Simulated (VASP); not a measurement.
# Sb in VASP: single point with PBEsol

Aim: the single point of Sb with PBEsol.

All numbers are computed with VASP 6.6.1; they aren't measurements. Logs are shortened: lines on timing, memory, paths and dates and some standing lists are left out, and cuts for length are marked.

## 1. The cell of the first run

The cell holds a slab with vacuum, 8 atoms: a = 3.315 Å, b = 5.496 Å, c = 25.527 Å, α = 90.00°, β = 90.00°, γ = 90.00°.

## 2. Single point, PBEsol

File INCAR:

```
SYSTEM = Sb
  PREC = Accurate
  ENCUT = 520
  EDIFF = 1E-7
  ISMEAR = 0
  SIGMA = 0.1
  LREAL = .False.
  LASPH = .True.
  NELM = 100
  ALGO = Normal
  ISIF = 2
  LWAVE = .False.
  LCHARG = .False.
  LDIPOL = .True.
  IDIPOL = 3
  DIPOL = 0.5 0.5 0.500
  GGA = PS
  NBANDS = 30
```

File KPOINTS:

```
Automatic mesh
0
Gamma
  10 7 1
  0 0 0
```

File POSCAR:

```
Sb
1.0
    3.3151761835      0.0000000000      0.0000000000
    0.0000000000      5.4956168484      0.0000000000
    0.0000000000      0.0000000000     25.5270982406
Sb
8
Direct
    0.0000000000      0.2500000000      0.2938054271
    0.0000000000      0.7500000000      0.3687852718
    0.5000000000      0.2500000000      0.4062751941
    0.5000000000      0.7500000000      0.4812550388
    0.0000000000      0.2500000000      0.5187449612
    0.0000000000      0.7500000000      0.5937248059
    0.5000000000      0.2500000000      0.6312147282
    0.5000000000      0.7500000000      0.7061945729
```

Potentials or basis: VASP PAW PBE potentials, release 64 (Sb).

On the command line:

```
$ cat potpaw_PBE.64/Sb/POTCAR > POTCAR
$ mpirun -np 1 vasp_std > vasp.out
```

OUTCAR:

```text
SYSTEM = Sb
   PREC = Accurate
   ENCUT = 520
   EDIFF = 1E-7
   ISMEAR = 0
   LREAL = .False.
   LASPH = .True.
   NELM = 100
   ISIF = 2
   GGA = PS

 ion  position               nearest neighbor table
   1  0.000  0.250  0.294-   3 3.32   3 3.32   2 3.35   2 3.35
   2  0.000  0.750  0.369-   4 3.32   4 3.32   3 3.35   3 3.35   3 3.35   3 3.35   1 3.35   1 3.35

   3  0.500  0.250  0.406-   1 3.32   1 3.32   5 3.32   5 3.32   2 3.35   2 3.35   2 3.35   2 3.35
                             4 3.35   4 3.35
   4  0.500  0.750  0.481-   2 3.32   2 3.32   6 3.32   6 3.32   3 3.35   3 3.35   5 3.35   5 3.35
                             5 3.35   5 3.35
   5  0.000  0.250  0.519-   7 3.32   7 3.32   3 3.32   3 3.32   6 3.35   6 3.35   4 3.35   4 3.35
                             4 3.35   4 3.35
   6  0.000  0.750  0.594-   8 3.32   8 3.32   4 3.32   4 3.32   7 3.35   7 3.35   7 3.35   7 3.35
                             5 3.35   5 3.35
   7  0.500  0.250  0.631-   5 3.32   5 3.32   6 3.35   6 3.35   6 3.35   6 3.35   8 3.35   8 3.35

   8  0.500  0.750  0.706-   6 3.32   6 3.32   7 3.35   7 3.35

  LATTYP: Found a simple orthorhombic cell.
 ALAT       =     3.3151761835
 B/A-ratio  =     1.6577148677
 C/A-ratio  =     7.7000728853

  Lattice vectors:

 A1 = (   3.3151761835,   0.0000000000,   0.0000000000)
 A2 = (   0.0000000000,   5.4956168484,   0.0000000000)
 A3 = (   0.0000000000,   0.0000000000,  25.5270982406)

Analysis of symmetry for initial positions (statically):
=====================================================================
 Subroutine PRICEL returns:
 Original cell was already a primitive cell.

 Routine SETGRP: Setting up the symmetry group for a
 simple orthorhombic supercell.

 Subroutine GETGRP returns: Found  8 space group operations
 (whereof  2 operations were pure point group operations)
 out of a pool of  8 trial point group operations.

The static configuration has the point symmetry C_1h.
 The point group associated with its full space group is D_2h.

Analysis of symmetry for dynamics (positions and initial velocities):
=====================================================================
 Subroutine PRICEL returns:
 Original cell was already a primitive cell.

 Routine SETGRP: Setting up the symmetry group for a
 simple orthorhombic supercell.

 Subroutine GETGRP returns: Found  8 space group operations
 (whereof  2 operations were pure point group operations)
 out of a pool of  8 trial point group operations.

The dynamic configuration has the point symmetry C_1h.
 The point group associated with its full space group is D_2h.

 Subroutine INISYM returns: Found  8 space group operations
 (whereof  2 operations are pure point group operations),
 and found     1 'primitive' translations

----------------------------------------------------------------------------------------

                                     Primitive cell

  volume of cell :     465.0766

  direct lattice vectors                    reciprocal lattice vectors
     3.315176184  0.000000000  0.000000000     0.301643094  0.000000000  0.000000000
     0.000000000  5.495616848  0.000000000     0.000000000  0.181963195  0.000000000
     0.000000000  0.000000000 25.527098241     0.000000000  0.000000000  0.039174057

  length of vectors
     3.315176184  5.495616848 25.527098241     0.301643094  0.181963195  0.039174057

  position of ions in fractional coordinates (direct lattice)
     0.000000000  0.250000000  0.293805427
     0.000000000  0.750000000  0.368785272
     0.500000000  0.250000000  0.406275194
     0.500000000  0.750000000  0.481255039
     0.000000000  0.250000000  0.518744961
     0.000000000  0.750000000  0.593724806
     0.500000000  0.250000000  0.631214728
     0.500000000  0.750000000  0.706194573

  ion indices of the primitive-cell ions
   primitive index   ion index
                 1           1
                 2           2
                 3           3
                 4           4
                 5           5
                 6           6
                 7           7
                 8           8

----------------------------------------------------------------------------------------

 KPOINTS: Automatic mesh

Automatic generation of k-mesh.
 Grid dimensions read from file:
 generate k-points for:   10    7    1

 Generating k-lattice:

  Cartesian coordinates                     Fractional coordinates (reciprocal lattice)
     0.030164309  0.000000000  0.000000000     0.100000000  0.000000000  0.000000000
     0.000000000  0.025994742  0.000000000     0.000000000  0.142857143  0.000000000
     0.000000000  0.000000000  0.039174057     0.000000000  0.000000000  1.000000000

  Length of vectors
     0.030164309  0.025994742  0.039174057

  Shift w.r.t. Gamma in fractional coordinates (k-lattice)
     0.000000000  0.000000000  0.000000000

 Subroutine IBZKPT returns following result:
 ===========================================

 Found     24 irreducible k-points:

 Following reciprocal coordinates:
            Coordinates               Weight
  0.000000  0.000000  0.000000      1.000000
  0.100000  0.000000  0.000000      2.000000
  0.200000  0.000000  0.000000      2.000000
  0.300000  0.000000  0.000000      2.000000
  0.400000  0.000000  0.000000      2.000000
  0.500000  0.000000  0.000000      1.000000
[... 16 lines left out ...]
  0.400000  0.428571  0.000000      4.000000
  0.500000  0.428571  0.000000      2.000000
   k-points           NKPTS =     24   k-points in BZ     NKDIM =     24   number of bands    NBANDS=     30
   number of dos      NEDOS =    301   number of ions     NIONS =      8
   total plane-waves  NPLWV = 225792
   dimension x,y,z NGX =    28 NGY =   42 NGZ =  192
   dimension x,y,z NGXF=    56 NGYF=   84 NGZF=  384
   ions per type =               8
   NGX,Y,Z   is equivalent  to a cutoff of  14.04, 12.71, 12.50 a.u.
   NGXF,Y,Z  is equivalent  to a cutoff of  28.08, 25.41, 25.01 a.u.
 SYSTEM =  Sb
   PREC   = accura    normal or accurate (medium, high low for compatibility)
   ISTART =      0    job   : 0-new  1-cont  2-samecut
   ICHARG =      2    charge: 1-file 2-atom 10-const
   ISPIN  =      1    spin polarized calculation?
   LNONCOLLINEAR =      F non collinear calculations
   LSORBIT =      F    spin-orbit coupling
   LASPH  =      T    aspherical Exc in radial PAW
   ENCUT  =  520.0 eV  38.22 Ry    6.18 a.u.   6.16 10.22 47.46*2*pi/ulx,y,z
   NELM   =    100;   NELMIN=  2; NELMDL= -5     # of ELM steps
   EDIFF  = 0.1E-06   stopping-criterion for ELM
   LREAL  =      F    real-space projection
   EDIFFG = 0.1E-05   stopping-criterion for IOM
   NSW    =      0    number of steps for IOM
   IBRION =     -1    ionic relax: 0-MD 1-quasi-New 2-CG
   NFREE  =      0    steps in history (QN), initial steepest desc. (CG)
   ISIF   =      2    stress and relaxation
   ISYM   =      2    0-nonsym 1-usesym 2-fastsym
   POTIM  = 0.5000    time-step for ionic-motion
   TEBEG  =    0.0;   TEEND  =   0.0 temperature during run
   PSTRESS=    0.0 pullay stress
   NELECT =      40.0000    total number of electrons
   NUPDOWN=      -1.0000    fix difference up-down
   EMIN   =  10.00;   EMAX   =-10.00  energy-range for DOS
   EFERMI =   0.00;   METHOD = LEGACY
   ISMEAR =     0;   SIGMA  =   0.10  broadening in eV -4-tet -1-fermi 0-gaus
   EFERMI_NEDOS =   21; number of points for ismear=-14 and -15
   IALGO  =     38    algorithm
   IMIX   =      4    mixing-type and parameters
     AMIX     =   0.40;   BMIX     =  1.00
     AMIX_MAG =   1.60;   BMIX_MAG =  1.00
  volume/ion in A,a.u.               =      58.13       392.31
  Fermi-wavevector in a.u.,A,eV,Ry     =   0.722637  1.365585  7.105013  0.522204
  Thomas-Fermi vector in A             =   1.812650
   LORBIT       =      0    0 simple, 1 ext, 2 COOP (PROOUT), +10 PAW based schemes
   GGA     = PS    functional components
   LHFCALC =     F    Hartree Fock is set to
   AEXX    =    0.0000 exact exchange contribution
   IVDW    =     0    specifies the selected vdW correction
   LEPSILON=     F    determine dielectric tensor
   LRPA    =     F    only Hartree local field effects (RPA)
 non-spin polarized calculation
 Gauss-broadening in eV      SIGMA  =   0.10
  energy-cutoff  :      520.00
  volume of cell :      465.08
 maximum number of plane-waves:     12572
 NGX is ok and might be reduce to    28
   NGX = 13   NGY = 21   NGZ = 95

 dipolmoment           0.000000      0.000000      0.000000 electrons x Angstroem

 number of electron      40.0000004 magnetization

 dipolmoment           0.000000      0.000000     -0.000000 electrons x Angstroem

 Free energy of the ion-electron system (eV)
  ---------------------------------------------------
  ext. energy  EPLUGINS =         0.00000000
  ---------------------------------------------------
  free energy    TOTEN  =       -33.35204629 eV

  energy without entropy =      -33.31230154  energy(sigma->0) =      -33.33217391

 E-fermi :   1.4642     XC(G=0):  -5.4624

 val. band max:        1.4624475324   @ k =   0.1000   0.4286   0.0000
 cond. band min:       1.4707470090   @ k =   0.2000   0.4286   0.0000
 fundamental gap:      0.0082994766
 Fermi energy:         1.4641817388

 k-point     1 :       0.0000    0.0000    0.0000
  band No.  band energies     occupation
      1     -11.4398      2.00000
      2     -10.6202      2.00000
      3      -9.4204      2.00000
      4      -7.9346      2.00000
      5      -7.6126      2.00000
      6      -7.3603      2.00000
[... 22 lines left out ...]
     29       5.7741      0.00000
     30       5.9222      0.00000

 k-point     2 :       0.1000    0.0000    0.0000
  band No.  band energies     occupation
      1     -11.3031      2.00000
      2     -10.4861      2.00000
      3      -9.2917      2.00000
      4      -7.8153      2.00000
      5      -7.4969      2.00000
      6      -7.2403      2.00000
[... 22 lines left out ...]
     29       5.1362      0.00000
     30       5.4514      0.00000

 k-point     3 :       0.2000    0.0000    0.0000
  band No.  band energies     occupation
      1     -10.8949      2.00000
      2     -10.0871      2.00000
      3      -8.9122      2.00000
      4      -7.4733      2.00000
      5      -7.1639      2.00000
      6      -6.8899      2.00000
[... 22 lines left out ...]
     29       4.4397      0.00000
     30       4.6916      0.00000

 k-point     4 :       0.3000    0.0000    0.0000
  band No.  band energies     occupation
      1     -10.2233      2.00000
      2      -9.4377      2.00000
      3      -8.3133      2.00000
      4      -7.0198      2.00000
      5      -6.6725      2.00000
      6      -6.3532      2.00000
[... 22 lines left out ...]
     29       3.6803      0.00000
     30       4.3956      0.00000

 k-point     5 :       0.4000    0.0000    0.0000
  band No.  band energies     occupation
      1      -9.3120      2.00000
      2      -8.5876      2.00000
      3      -7.6351      2.00000
      4      -7.1656      2.00000
      5      -6.2355      2.00000
      6      -6.1818      2.00000
[... 22 lines left out ...]
     29       3.0154      0.00000
     30       3.4882      0.00000
[... 526 lines left out ...]
     29       3.8743      0.00000
     30       4.1064      0.00000

 k-point    22 :       0.3000    0.4286    0.0000
  band No.  band energies     occupation
      1      -9.3422      2.00000
      2      -8.7160      2.00000
      3      -8.5529      2.00000
      4      -7.9966      2.00000
      5      -7.5054      2.00000
      6      -7.0519      2.00000
[... 22 lines left out ...]
     29       3.7932      0.00000
     30       4.0801      0.00000

 k-point    23 :       0.4000    0.4286    0.0000
  band No.  band energies     occupation
      1      -8.4595      2.00000
      2      -7.8657      2.00000
      3      -7.7578      2.00000
      4      -7.2434      2.00000
      5      -6.9638      2.00000
      6      -6.6777      2.00000
[... 22 lines left out ...]
     29       3.6810      0.00000
     30       3.8752      0.00000

 k-point    24 :       0.5000    0.4286    0.0000
  band No.  band energies     occupation
      1      -7.4890      2.00000
      2      -7.4890      2.00000
      3      -7.0039      2.00000
      4      -7.0039      2.00000
      5      -6.9753      2.00000
      6      -6.9753      2.00000
[... 22 lines left out ...]
     29       3.7442      0.00000
     30       3.7442      0.00000

------------------------ aborting loop because EDIFF is reached ----------------------------------------

 vacuum level on the upper side and lower side of the slab       (xc-potential included)        -0.069        -0.069

  FORCE on cell =-STRESS in cart. coord.  units (eV):
  Direction    XX          YY          ZZ          XY          YZ          ZX
  --------------------------------------------------------------------------------------
  -------------------------------------------------------------------------------------
  Total       -5.9897509     -4.4981051     -2.6973322     -0.0000000     -0.0000000      0.0000000
  in kB      -20.6345420    -15.4958594     -9.2922421     -0.0000000     -0.0000000      0.0000000
  external PRESSURE =     -15.1408812 kB  Pullay stress =       0.0000000 kB

 VOLUME and BASIS-vectors are now :
 -----------------------------------------------------------------------------
  energy-cutoff  :      520.00
  volume of cell :      465.08
      direct lattice vectors                 reciprocal lattice vectors
     3.315176184  0.000000000  0.000000000     0.301643094  0.000000000  0.000000000
     0.000000000  5.495616848  0.000000000     0.000000000  0.181963195  0.000000000
     0.000000000  0.000000000 25.527098241     0.000000000  0.000000000  0.039174057

 POSITION                                       TOTAL-FORCE (eV/Angst)
 -----------------------------------------------------------------------------------
      0.00000      1.37390      7.50000        -0.000000      0.000000      0.745328
      0.00000      4.12171      9.41402        -0.000000     -0.000000     -0.716793
      1.65759      1.37390     10.37103        -0.000000      0.000000     -0.134761
      1.65759      4.12171     12.28504         0.000000     -0.000000      0.302310
      0.00000      1.37390     13.24205         0.000000     -0.000000     -0.302310
      0.00000      4.12171     15.15607        -0.000000     -0.000000      0.134761
      1.65759      1.37390     16.11308        -0.000000      0.000000      0.716793
      1.65759      4.12171     18.02710        -0.000000      0.000000     -0.745328
 -----------------------------------------------------------------------------------
    total drift:                               -0.000000     -0.000000      0.000000

  FREE ENERGIE OF THE ION-ELECTRON SYSTEM (eV)
  ---------------------------------------------------
  free  energy   TOTEN  =       -33.3520462880 eV

  energy  without entropy=      -33.3123015409  energy(sigma->0) =      -33.33217391

 vacuum level on the upper side and lower side of the slab         5.863         5.863
```

Wall time 9.9 min (1 thread of Intel Xeon 6975P-C, shared host); peak memory 0.64 GiB.

Results:

```yaml
Free_energy: -33.3520 eV
Largest_force: 0.745 eV/Å
Band_gap_on_the_k_mesh: zero (band 20 reaches 2.99 eV, above the bottom of band 21 at 0.10 eV)
```

Forces on the atoms (eV/Å):
```
Sb   0.000  0.000  0.745
Sb   0.000  0.000 -0.717
Sb   0.000  0.000 -0.135
Sb   0.000  0.000  0.302
Sb   0.000  0.000 -0.302
Sb   0.000  0.000  0.135
Sb   0.000  0.000  0.717
Sb   0.000  0.000 -0.745
```

Caveat: the PAW data sets were made with another functional, which shifts forces and pressure a little; spin-orbit coupling is left out, which moves the levels of the heavy elements.
